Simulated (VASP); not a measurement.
Here is a VASP 6.6.1 calculation.

Contents of INCAR:

```
SYSTEM = Ni
PREC     = Accurate       ! precision mode
ENCUT    = 520            ! plane-wave cutoff, eV
EDIFF    = 1E-7           ! SCF threshold, eV
ISMEAR   = 0              ! smearing method
SIGMA    = 0.15           ! smearing width, eV
LREAL    = .FALSE.        ! projectors in reciprocal space
LASPH    = .TRUE.         ! aspherical terms in the spheres
NELM     = 150            ! most SCF steps
ALGO     = Fast           ! electronic algorithm
ISIF     = 2              ! what is computed and relaxed
LWAVE    = .FALSE.        ! write WAVECAR
LCHARG   = .FALSE.        ! write CHGCAR
ISPIN    = 2              ! spin polarisation
MAGMOM   = 0.81           ! initial moments
LORBIT   = 11             ! projections on sites
LMAXMIX  = 4              ! l up to which the mixer works
GGA      = PS             ! functional
NBANDS   = 15             ! bands
```

Contents of KPOINTS:

```
Automatic mesh
0
G
  26 26 26
  0 0 0
```

File POSCAR:

```
Ni
1.0
    0.0000000000      1.7679500000      1.7679500000
    1.7679500000      0.0000000000      1.7679500000
    1.7679500000      1.7679500000      0.0000000000
Ni
1
Direct
    0.0000000000      0.0000000000      0.0000000000
```

Potentials or basis: VASP PAW PBE potentials, release 64 (Ni).

The run is started by

```bash
$ cat potpaw_PBE.64/Ni/POTCAR > POTCAR
$ mpirun -np 1 vasp_std > vasp.out
```

Q: Predict the net moment.

A: 0.63 μB per cell.

Q: Predict the pressure.

A: -12.2 GPa.

Caveat: the PAW data sets were made with another functional, which shifts forces and pressure a little.
